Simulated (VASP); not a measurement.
The system is MnS.

```xyz
2
Lattice="0.0000 2.6556 2.6556 2.6556 0.0000 2.6556 2.6556 2.6556 0.0000" Properties=species:S:1:pos:R:3 pbc="T T T"
Mn    0.0000    0.0000    0.0000
S     2.6556    2.6556    2.6556
```

Program: VASP 6.6.1. Alike in all runs: task single point; spin collinear, ferromagnetic start; cell as given; k mesh 9 × 9 × 9; cutoff (eV) 520.

Task: Order these runs on this cell by their band gap on the k mesh, lowest first.
A. level LDA; potentials or basis VASP PAW LDA potentials, release 64 (Mn_pv, S); smearing fermi-dirac 0.05 eV
B. level revPBE+U; potentials or basis VASP PAW PBE potentials, release 64 (Mn_pv, S); U Mn d U = 4.0 eV; smearing tetrahedron
C. level r2SCAN+D3(BJ); potentials or basis VASP PAW PBE potentials, release 64 (Mn_pv, S); smearing fermi-dirac 0.05 eV

Result: A (metal), C (0.32 eV), B (1.10 eV).

Caveats: a cell with one magnetic atom can't hold antiferromagnetic order, which such compounds often take; semilocal functionals often make such compounds metallic where correlation or magnetic order opens a gap, which also shifts bond lengths (some runs).

A k mesh can miss the band edges.
